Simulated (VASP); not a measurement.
The system is Mo3H2.

```
H Mo
1.0
     3.72577    0.00000    0.00000
    -1.86289    3.22661    0.00000
     0.00000    0.00000    4.49853
H Mo
2 3
Cartesian
  0.0000 2.1511 0.6208
  1.8629 1.0755 3.8777
  0.0000 0.0000 0.0000
  0.0000 2.1511 2.8116
  1.8629 1.0755 1.6869
```

| Property | Result |
| --- | --- |
| Program | VASP 6.6.1 |
| Task | relaxation of cell and atoms |
| Functional | PBE |
| Potentials or basis | VASP PAW PBE potentials, release 64 (H, Mo_sv) |
| Cutoff | 600 eV |
| k mesh | 6 × 6 × 4 |
| Occupations | gaussian, width 0.1 eV |
| Spin | no spin polarisation |

At the start: pressure 9.1 GPa; volume 10.82 Å³/atom.

Question: Where does the relaxation end?

Answer: Over 38 steps the energy falls by 262.5 meV/atom and the volume is 11.08 Å³/atom (+2.5 %); space group P-3m1 (No. 164, to 0.1 Å) before and after.

Step by step:
```csv
step,energy change (eV),largest force (eV/Å),pressure (GPa),volume (Å³)
1,0.0000,2.2760,9.14,54.08
2,-0.2696,0.5511,-10.76,59.04
3,-0.2973,0.7755,-6.94,57.78
4,-0.4309,0.1448,0.36,55.44
5,-0.4313,0.1558,0.80,55.32
6,-0.4313,0.1603,0.99,55.27
7,-0.4413,0.1817,0.06,55.54
8,-0.4718,0.2494,-2.52,56.30
9,-0.5901,0.3814,-7.05,57.73
10,-0.8670,0.5838,-13.89,60.12
11,-0.8999,0.6717,-14.96,60.66
12,-0.8812,0.5917,-14.28,60.30
13,-0.8819,0.5920,-14.30,60.31
14,-0.8838,0.5925,-14.37,60.34
15,-0.8875,0.5940,-14.50,60.41
16,-0.8934,0.5992,-14.79,60.54
17,-0.8997,0.6649,-15.24,60.80
18,-0.9067,0.6693,-15.12,60.74
19,-0.9274,0.6820,-14.71,60.56
20,-0.9672,0.7063,-13.91,60.21
21,-1.0403,0.7476,-12.20,59.50
22,-1.1591,0.7810,-8.38,58.10
23,-1.2783,0.7192,0.91,55.35
24,-1.2797,0.7132,2.37,54.96
25,-1.2909,0.5416,2.16,54.99
26,-1.3049,0.1109,1.68,55.07
27,-1.3068,0.0952,0.91,55.27
28,-1.3078,0.0699,-0.33,55.60
29,-1.3078,0.0732,-0.19,55.56
30,-1.3080,0.0631,-0.16,55.55
31,-1.3086,0.0696,-0.11,55.54
32,-1.3092,0.1174,0.01,55.51
33,-1.3094,0.1028,0.03,55.50
34,-1.3101,0.0616,0.00,55.49
35,-1.3108,0.0597,0.01,55.46
36,-1.3109,0.0842,0.01,55.45
37,-1.3114,0.0708,0.03,55.44
38,-1.3124,0.0324,-0.01,55.41
```

Final structure:
```
H Mo
1.0
     4.30187    0.00000    0.00000
    -2.15093    3.72553    0.00000
     0.00000    0.00000    3.45736
H Mo
2 3
Direct
  0.33333 0.66667 0.19262
  0.66667 0.33333 0.80738
  0.00000 0.00000 0.00000
  0.33333 0.66667 0.69329
  0.66667 0.33333 0.30671
```

Caveat: a cell axis changed by over 15 % at a fixed basis, so the end point is rough.
